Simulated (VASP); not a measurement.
Runs of VASP 6.6.1 on LaMgO3. The structure is that of space group Pm-3m (No. 221), or close to it. The cells are those of the table. 

| task | cell | cutoff (eV) | gap on the mesh (eV) | pressure (GPa) |
| --- | --- | --- | --- | --- |
| single point | a = 3.832 Å, 5 atoms | 520 | none | 1.5 |
| single point | a = 3.817 Å, 5 atoms | 520 | none | 3.5 |
| relaxation of cell and atoms | relaxed from a = 3.946 Å, 5 atoms | 600 | none | 0.0 |
| single point | a = 3.790 Å, 5 atoms | 520 | none | 7.5 |
| relaxation of cell and atoms | relaxed to 6 GPa from a = 3.946 Å, 5 atoms | 600 | none | 6.0 |
| single point | a = 3.847 Å, 5 atoms | 520 | none | (b) |
| single point | a = 3.803 Å, 5 atoms | 520 | none | (a) |
| relaxation of cell and atoms | relaxed to 2 GPa from a = 3.946 Å, 5 atoms | 600 | none | 1.9 |

Alike in all rows: level LDA; potentials or basis VASP PAW LDA potentials, release 64 (La, Mg, O); no spin polarisation; k mesh 7 × 7 × 7; smearing fermi-dirac 0.1 eV.

Problem. Estimate the missing entries.

Solution. (a) 5.5; (b) -0.5.

Caveats: spin-orbit coupling is left out, which moves the levels of the heavy elements; an odd number of electrons without spin polarisation forces a metal; a magnetic or distorted state may lie lower; the cell is relaxed towards a set pressure, so the enthalpy falls and the energy may rise (some runs).

A k mesh can miss the band edges, and the runs leave out spin-orbit coupling on La.

A gap of «none» marks levels without a gap at the run's occupations.
